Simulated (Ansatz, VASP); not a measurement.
## One calculation of BAs, two programs

The input INCAR:

```
SYSTEM = BAs
ALGO = Normal
EDIFF = 1E-6
ENCUT = 520
GGA = PE
ISIF = 2
ISMEAR = -5
LASPH = .TRUE.
LCHARG = .FALSE.
LREAL = .FALSE.
LWAVE = .FALSE.
NBANDS = 11
NELM = 60
PREC = Accurate
SIGMA = 0.05
```

Contents of KPOINTS:

```
k-points
0
G
  10 10 10
  0 0 0
```

Contents of POSCAR:

```
BAs
1.0
    0.0000000000      2.4885655517      2.4044111611
    2.4044111611      0.0000000000      2.4044111611
    2.4044111611      2.4885655517      0.0000000000
B As
1 1
Direct
    0.0000000000      0.0000000000      0.0000000000
    0.7500000000      0.7500000000      0.7500000000
```

Input for Ansatz:

```yaml
crystal:
  lattice:
    - [0.0, 2.4885655517, 2.4044111611]
    - [2.4044111611, 0.0, 2.4044111611]
    - [2.4044111611, 2.4885655517, 0.0]
  atoms:
    - { symbol: B, position: [0.0, 0.0, 0.0] }
    - { symbol: As, position: [0.75, 0.75, 0.75] }
basis:
  ecutwfc: 420
kpoints:
  mp_grid: { grid: [10, 10, 10] }
hamiltonian:
  xc: pbe
scf:
  occupations: { method: tetrahedron }
  lower_state_search: full
output:
  forces: true
  eigenvalues: true
  stress: true
```

Alike in both runs: task single point; functional PBE; k mesh 10 × 10 × 10; occupations tetrahedron; no spin polarisation.

```csv
,VASP,Ansatz
version,VASP 6.6.1,Ansatz 0.2.0
potentials or method,"VASP PAW PBE potentials, release 64 (B, As), cutoff 520 eV","scalar-relativistic, plane waves, PAW"
valence electrons in the cell,8,18
```

Ansatz gave:

- gap on the k mesh at the Fermi level (eV): 0.99
- pressure (GPa): -4.2
- traceless stress, the component that is largest in VASP (GPa): -4.74

Which values does VASP return?

gap on the k mesh at the Fermi level (eV): 0.98; pressure (GPa): -3.7; traceless stress, the component that is largest in VASP (GPa): -4.72.

VASP's potentials hold 8 valence electrons a cell and Ansatz's 18, so a difference there can come from the potentials and not from the codes. Ansatz's warnings: band table not solved further, stability check not made, tetrahedron derivatives may miss energy slope.
